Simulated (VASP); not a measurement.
# In (P6_3/mmc) in VASP: notebook

In is run at these levels: PBE, LDA; tasks: single point.

All numbers are computed with VASP 6.6.1; they aren't measurements. Logs are shortened: lines on timing, memory, paths and dates and some standing lists are left out, and cuts for length are marked.

## Step 1: The cell of the first run

It takes space group P6_3/mmc (No. 194, hexagonal). The conventional cell has a = 3.458 Å, b = 3.458 Å, c = 10.130 Å, α = 90.00°, β = 90.00°, γ = 120.00°. Within 4.2 Å of In (site symmetry -3m) lie 12 In at 3.22 to 3.46 Å. Within 4.2 Å of In (site symmetry -6m2) lie 12 In at 3.22 to 3.46 Å.

This isn't the form of In at room conditions, which is tetragonal.

## Step 2: Single point, PBE (strained)

Contents of INCAR:

```
  PREC = Accurate
  ENCUT = 520
  EDIFF = 1E-6
  ISMEAR = 0
  SIGMA = 0.1
  LREAL = F
  LASPH = T
  NELM = 100
  ALGO = Fast
  ISIF = 2
  LWAVE = F
  LCHARG = T
  GGA = PE
  LELF = T
  LVHAR = T
  NBANDS = 34
```

Contents of KPOINTS:

```
Automatic mesh
0
Gamma
  15 15 4
```

Contents of POSCAR:

```
In
1.0
    3.4580651296      0.0000000000      0.0000000000
   -1.7290325648      2.9947722502      0.0000000000
    0.0000000000      0.0000000000     10.1302344388
In
4
Direct
    0.0000000000      0.0000000000      0.0000000000
    0.3333333300      0.6666666700      0.2500000000
    0.0000000000      0.0000000000      0.5000000000
    0.6666666700      0.3333333300      0.7500000000
```

Potentials or basis: VASP PAW PBE potentials, release 64 (In_d).

On the command line:

```
$ cat potpaw_PBE.64/In_d/POTCAR > POTCAR
$ mpirun -np 1 vasp_std > vasp.out
```

OUTCAR:

```text
PREC = Accurate
   ENCUT = 520
   EDIFF = 1E-6
   ISMEAR = 0
   LREAL = F
   LASPH = T
   NELM = 100
   ISIF = 2
   GGA = PE

 ion  position               nearest neighbor table
   1  0.000  0.000  0.000-   2 3.22   4 3.22   4 3.22   2 3.22   4 3.22   2 3.22
   2  0.333  0.667  0.250-   1 3.22   3 3.22   1 3.22   3 3.22   1 3.22   3 3.22
   3  0.000  0.000  0.500-   2 3.22   4 3.22   4 3.22   2 3.22   4 3.22   2 3.22
   4  0.667  0.333  0.750-   1 3.22   3 3.22   1 3.22   3 3.22   1 3.22   3 3.22

  LATTYP: Found a hexagonal cell.
 ALAT       =     3.4580651296
 C/A-ratio  =     2.9294516035

  Lattice vectors:

 A1 = (   3.4580651296,   0.0000000000,   0.0000000000)
 A2 = (  -1.7290325648,   2.9947722502,   0.0000000000)
 A3 = (   0.0000000000,   0.0000000000,  10.1302344388)

Analysis of symmetry for initial positions (statically):
=====================================================================
 Subroutine PRICEL returns:
 Original cell was already a primitive cell.

 Routine SETGRP: Setting up the symmetry group for a
 hexagonal supercell.

 Subroutine GETGRP returns: Found 24 space group operations
 (whereof 12 operations were pure point group operations)
 out of a pool of 24 trial point group operations.

The static configuration has the point symmetry D_3d.
 The point group associated with its full space group is D_6h.

Analysis of symmetry for dynamics (positions and initial velocities):
=====================================================================
 Subroutine PRICEL returns:
 Original cell was already a primitive cell.

 Routine SETGRP: Setting up the symmetry group for a
 hexagonal supercell.

 Subroutine GETGRP returns: Found 24 space group operations
 (whereof 12 operations were pure point group operations)
 out of a pool of 24 trial point group operations.

The dynamic configuration has the point symmetry D_3d.
 The point group associated with its full space group is D_6h.

 Subroutine INISYM returns: Found 24 space group operations
 (whereof 12 operations are pure point group operations),
 and found     1 'primitive' translations

----------------------------------------------------------------------------------------

                                     Primitive cell

  volume of cell :     104.9099

  direct lattice vectors                    reciprocal lattice vectors
     3.458065130  0.000000000  0.000000000     0.289179053  0.166957604  0.000000000
    -1.729032565  2.994772250  0.000000000     0.000000000  0.333915208  0.000000000
     0.000000000  0.000000000 10.130234439     0.000000000  0.000000000  0.098714399

  length of vectors
     3.458065130  3.458065130 10.130234439     0.333915208  0.333915208  0.098714399

  position of ions in fractional coordinates (direct lattice)
     0.000000000  0.000000000  0.000000000
     0.333333330  0.666666670  0.250000000
     0.000000000  0.000000000  0.500000000
     0.666666670  0.333333330  0.750000000

  ion indices of the primitive-cell ions
   primitive index   ion index
                 1           1
                 2           2
                 3           3
                 4           4

----------------------------------------------------------------------------------------

 KPOINTS: Automatic mesh

Automatic generation of k-mesh.
 Grid dimensions read from file:
 generate k-points for:   15   15    4

 Generating k-lattice:

  Cartesian coordinates                     Fractional coordinates (reciprocal lattice)
     0.019278604  0.011130507  0.000000000     0.066666667  0.000000000  0.000000000
     0.000000000  0.022261014  0.000000000     0.000000000  0.066666667  0.000000000
     0.000000000  0.000000000  0.024678600     0.000000000  0.000000000  0.250000000

  Length of vectors
     0.022261014  0.022261014  0.024678600

  Shift w.r.t. Gamma in fractional coordinates (k-lattice)
     0.000000000  0.000000000  0.000000000

 Subroutine IBZKPT returns following result:
 ===========================================

 Found     81 irreducible k-points:

 Following reciprocal coordinates:
            Coordinates               Weight
  0.000000  0.000000  0.000000      1.000000
  0.066667  0.000000  0.000000      6.000000
  0.133333 -0.000000  0.000000      6.000000
  0.200000  0.000000  0.000000      6.000000
  0.266667 -0.000000  0.000000      6.000000
  0.333333  0.000000  0.000000      6.000000
[... 16 lines left out ...]
  0.333333  0.200000  0.000000     12.000000
  0.400000  0.200000  0.000000      6.000000
 [... further k-points ...]
   k-points           NKPTS =     81   k-points in BZ     NKDIM =     81   number of bands    NBANDS=     34
   number of dos      NEDOS =    301   number of ions     NIONS =      4
   total plane-waves  NPLWV =  62720
   dimension x,y,z NGX =    28 NGY =   28 NGZ =   80
   dimension x,y,z NGXF=    56 NGYF=   56 NGZF=  160
   ions per type =               4
   NGX,Y,Z   is equivalent  to a cutoff of  13.46, 13.46, 13.13 a.u.
   NGXF,Y,Z  is equivalent  to a cutoff of  26.92, 26.92, 26.26 a.u.
 SYSTEM =  unknown system
   PREC   = accura    normal or accurate (medium, high low for compatibility)
   ISTART =      0    job   : 0-new  1-cont  2-samecut
   ICHARG =      2    charge: 1-file 2-atom 10-const
   ISPIN  =      1    spin polarized calculation?
   LNONCOLLINEAR =      F non collinear calculations
   LSORBIT =      F    spin-orbit coupling
   LASPH  =      T    aspherical Exc in radial PAW
   ENCUT  =  520.0 eV  38.22 Ry    6.18 a.u.   6.43  6.43 18.84*2*pi/ulx,y,z
   NELM   =    100;   NELMIN=  2; NELMDL= -5     # of ELM steps
   EDIFF  = 0.1E-05   stopping-criterion for ELM
   LREAL  =      F    real-space projection
   EDIFFG = 0.1E-04   stopping-criterion for IOM
   NSW    =      0    number of steps for IOM
   IBRION =     -1    ionic relax: 0-MD 1-quasi-New 2-CG
   NFREE  =      0    steps in history (QN), initial steepest desc. (CG)
   ISIF   =      2    stress and relaxation
   ISYM   =      2    0-nonsym 1-usesym 2-fastsym
   POTIM  = 0.5000    time-step for ionic-motion
   TEBEG  =    0.0;   TEEND  =   0.0 temperature during run
   PSTRESS=    0.0 pullay stress
   NELECT =      52.0000    total number of electrons
   NUPDOWN=      -1.0000    fix difference up-down
   EMIN   =  10.00;   EMAX   =-10.00  energy-range for DOS
   EFERMI =   0.00;   METHOD = LEGACY
   ISMEAR =     0;   SIGMA  =   0.10  broadening in eV -4-tet -1-fermi 0-gaus
   EFERMI_NEDOS =   21; number of points for ismear=-14 and -15
   IALGO  =     68    algorithm
   IMIX   =      4    mixing-type and parameters
     AMIX     =   0.40;   BMIX     =  1.00
     AMIX_MAG =   1.60;   BMIX_MAG =  1.00
  volume/ion in A,a.u.               =      26.23       176.99
  Fermi-wavevector in a.u.,A,eV,Ry     =   1.295599  2.448326 22.838408  1.678576
  Thomas-Fermi vector in A             =   2.427108
   LORBIT       =      0    0 simple, 1 ext, 2 COOP (PROOUT), +10 PAW based schemes
   GGA     = PE    functional components
   LHFCALC =     F    Hartree Fock is set to
   AEXX    =    0.0000 exact exchange contribution
   IVDW    =     0    specifies the selected vdW correction
   LEPSILON=     F    determine dielectric tensor
   LRPA    =     F    only Hartree local field effects (RPA)
 non-spin polarized calculation
 RMM-DIIS sequential band-by-band and
 Gauss-broadening in eV      SIGMA  =   0.10
  energy-cutoff  :      520.00
  volume of cell :      104.91
 maximum number of plane-waves:      2856
 NGX is ok and might be reduce to    28
   NGX = 13   NGY = 13   NGZ = 37

 number of electron      52.0000006 magnetization

 Free energy of the ion-electron system (eV)
  ---------------------------------------------------
  ext. energy  EPLUGINS =         0.00000000
  ---------------------------------------------------
  free energy    TOTEN  =       -10.15880039 eV

  energy without entropy =      -10.14903813  energy(sigma->0) =      -10.15391926

 E-fermi :   7.4564     XC(G=0): -10.2354

 val. band max:        7.4376093814   @ k =   0.2000   0.1333   0.2500
 cond. band min:       7.4882532179   @ k =   0.2667   0.0667   0.5000
 fundamental gap:      0.0506438366
 Fermi energy:         7.4564302319

 k-point     1 :       0.0000    0.0000    0.0000
  band No.  band energies     occupation
      1      -7.2188      2.00000
      2      -7.1995      2.00000
      3      -7.1995      2.00000
      4      -7.1649      2.00000
      5      -7.1649      2.00000
      6      -7.1266      2.00000
[... 26 lines left out ...]
     33      15.6877      0.00000
     34      16.8425      0.00000

 k-point     2 :       0.0667    0.0000    0.0000
  band No.  band energies     occupation
      1      -7.2140      2.00000
      2      -7.2005      2.00000
      3      -7.1950      2.00000
      4      -7.1705      2.00000
      5      -7.1565      2.00000
      6      -7.1369      2.00000
[... 26 lines left out ...]
     33      15.4069      0.00000
     34      16.2356      0.00000

 k-point     3 :       0.1333   -0.0000    0.0000
  band No.  band energies     occupation
      1      -7.2109      2.00000
      2      -7.2043      2.00000
      3      -7.1895      2.00000
      4      -7.1855      2.00000
      5      -7.1446      2.00000
      6      -7.1333      2.00000
[... 26 lines left out ...]
     33      14.7864      0.00000
     34      15.3437      0.00000
[... 704 lines left out ...]
 k-point    23 :       0.3333    0.2000    0.0000
  band No.  band energies     occupation
      1      -7.2795      2.00000
      2      -7.2656      2.00000
      3      -7.2387      2.00000
      4      -7.1979      2.00000
      5      -7.1681      2.00000
      6      -7.1285      2.00000
[... 26 lines left out ...]
     33      11.6066      0.00000
     34      12.9001      0.00000

 k-point    24 :       0.4000    0.2000    0.0000
  band No.  band energies     occupation
      1      -7.2819      2.00000
      2      -7.2684      2.00000
      3      -7.2479      2.00000
      4      -7.1953      2.00000
      5      -7.1709      2.00000
      6      -7.1365      2.00000
[... 26 lines left out ...]
     33      10.9636      0.00000
     34      12.8170      0.00000

 [... further k-points ...]

------------------------ aborting loop because EDIFF is reached ----------------------------------------

  FORCE on cell =-STRESS in cart. coord.  units (eV):
  Direction    XX          YY          ZZ          XY          YZ          ZX
  --------------------------------------------------------------------------------------
  -------------------------------------------------------------------------------------
  Total        1.0547770      1.0547770      2.3327350      0.0000000      0.0000000     -0.0000000
  in kB       16.1084879     16.1084879     35.6253812      0.0000000      0.0000000     -0.0000000
  external PRESSURE =      22.6141190 kB  Pullay stress =       0.0000000 kB

 VOLUME and BASIS-vectors are now :
 -----------------------------------------------------------------------------
  energy-cutoff  :      520.00
  volume of cell :      104.91
      direct lattice vectors                 reciprocal lattice vectors
     3.458065130  0.000000000  0.000000000     0.289179053  0.166957604  0.000000000
    -1.729032565  2.994772250  0.000000000     0.000000000  0.333915208  0.000000000
     0.000000000  0.000000000 10.130234439     0.000000000  0.000000000  0.098714399

 POSITION                                       TOTAL-FORCE (eV/Angst)
 -----------------------------------------------------------------------------------
      0.00000      0.00000      0.00000        -0.000000      0.000000     -0.000000
     -0.00000      1.99651      2.53256        -0.000000     -0.000000      0.000000
      0.00000      0.00000      5.06512        -0.000000      0.000000     -0.000000
      1.72903      0.99826      7.59768         0.000000      0.000000     -0.000000
 -----------------------------------------------------------------------------------
    total drift:                                0.000000      0.000000      0.000000

  FREE ENERGIE OF THE ION-ELECTRON SYSTEM (eV)
  ---------------------------------------------------
  free  energy   TOTEN  =       -10.1588003909 eV

  energy  without entropy=      -10.1490381323  energy(sigma->0) =      -10.15391926
```

Wall time 3.5 min (1 thread of AMD EPYC 9R45 (Zen 5), shared host); peak memory 0.34 GiB.

What came out:

| Property | Result |
| --- | --- |
| Free energy | -10.1588 eV |
| Pressure | 2.3 GPa |
| Band gap on the k mesh | zero (bands 26 and 27 overlap by 6.15 eV) |

Stress tensor (GPa, compression positive):
```
1.61 0.00 0.00
0.00 1.61 0.00
0.00 0.00 3.56
```

Levels at points of the mesh, in eV from the Fermi level:
| k point | band 22 | band 23 | band 24 | band 25 | band 26 | band 27 | band 28 | band 29 | band 30 | band 31 |
| --- | --- | --- | --- | --- | --- | --- | --- | --- | --- | --- |
| (0.00, 0.00, 0.00) | -7.90 | -7.90 | -3.05 | -2.89 | 4.97 | 4.99 | 7.04 | 7.04 | 8.01 | 8.01 |
| (0.00, 0.00, 0.50) | -9.11 | -5.85 | -5.85 | 0.67 | 0.67 | 7.34 | 7.34 | 7.34 | 7.34 | 8.96 |

Caveat: the cell differs from its parent crystal (strained); spin-orbit coupling is left out, which moves the levels of the heavy elements.

(Part 1 of 3 ends here.)

The gap in the log of VASP goes by the Fermi energy; the results here count the filled bands.